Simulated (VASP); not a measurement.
Here is a VASP 6.6.1 calculation.

INCAR

```
PREC = Accurate ; ENCUT = 520
EDIFF = 1E-6 ; ISMEAR = 0
SIGMA = 0.15 ; LREAL = F
LASPH = T ; NELM = 80
ALGO = Fast ; ISIF = 2
LWAVE = F ; LCHARG = T
GGA = PS ; LELF = T
LVHAR = T ; NBANDS = 35
```

Contents of KPOINTS:

```
regular mesh
0
Gamma
  12 12 12
```

Contents of POSCAR:

```
Ta2Si
1.0
   -2.9456416507      2.9456416507      2.4191033869
    2.9456416507     -2.9456416507      2.4191033869
    2.9456416507      2.9456416507     -2.4191033869
Ta Si
4 2
Direct
    0.6630661939      0.8369338061      0.5000000000
    0.8369338061      0.3369338061      0.1738676123
    0.3369338061      0.1630661939      0.5000000000
    0.1630661939      0.6630661939      0.8261323878
    0.2500000000      0.2500000000      0.0000000000
    0.7500000000      0.7500000000      0.0000000000
```

Potentials or basis: VASP PAW PBE potentials, release 64 (Ta_pv, Si).

Launch:

```sh
$ cat potpaw_PBE.64/Ta_pv/POTCAR potpaw_PBE.64/Si/POTCAR > POTCAR
$ mpirun -np 1 vasp_std > vasp.out
```

(1) What does it give for the pressure?

(2) What does it give for the band gap on the k mesh?

Answers

(1) 36.4 GPa.

(2) zero (band 26 reaches 9.15 eV, above the bottom of band 27 at 8.25 eV).

Caveat: the cell differs from its parent crystal (strain -0.040 along x and y, -0.040 along z); the PAW data sets were made with another functional, which shifts forces and pressure a little; spin-orbit coupling is left out, which moves the levels of the heavy elements.
